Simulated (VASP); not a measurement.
## LiSe4: single point with PBE

Crystal: LiSe4.

```
Li Se
1.0
     3.76427   -5.00964    0.00000
     3.76427    5.00964    0.00000
     0.00000    0.00000    4.34954
Li Se
1 4
Cartesian
  0.0000 0.0000 0.0000
  3.7643 -1.1039 0.0000
  3.7643 1.1039 0.0000
  6.3556 0.0000 2.1748
  1.1730 0.0000 2.1748
```

This cell differs from its parent crystal: atoms taken out.

```
Program                : VASP 6.6.1
Task                   : single point
Functional             : PBE
Potentials or basis    : VASP PAW PBE potentials, release 64 (Li_sv, Se)
Cutoff                 : 520 eV
k mesh                 : 6 × 6 × 10
Occupations            : gaussian, width 0.1 eV
Spin                   : no spin polarisation
Dipole correction      : no
Further INCAR settings : ALGO = Normal; EDIFF = 1e-06; NBANDS = 22
```

```json
{
  "Largest force": "0.043 eV/Å",
  "Band gap on the k mesh": "zero (an odd number of electrons rules out a gap without spin polarisation)"
}
```

Forces in eV/Å, atoms in the order of the input:
```
Li   0.000  0.000  0.000
Se   0.000 -0.043  0.000
Se   0.000  0.043  0.000
Se  -0.034  0.000  0.000
Se   0.034  0.000  0.000
```

Levels at points of the mesh, in eV from the Fermi level:
```
           k point  band 12  band 13  band 14  band 15  band 16  band 17
(0.00, 0.00, 0.00)    -1.54    -0.15     0.34     0.90     2.95     3.22
(0.50, 0.00, 0.00)    -0.33     0.02     0.23     0.29     2.01     2.53
(0.50, 0.50, 0.00)    -0.80    -0.19     0.23     0.84     2.79     2.87
(0.00, 0.00, 0.50)    -0.59    -0.43    -0.38    -0.27     2.40     2.72
(0.50, 0.00, 0.50)    -1.45    -1.22    -0.15     0.53     3.12     3.25
(0.50, 0.50, 0.50)    -0.26    -0.19    -0.04     0.14     2.38     2.49
```

It took 3.5 min on 1 thread of AMD EPYC 9R45 96-Core Processor (Zen 5) (shared host), peak memory 0.35 GiB.

Caveat: the cell differs from its parent crystal (atoms taken out).
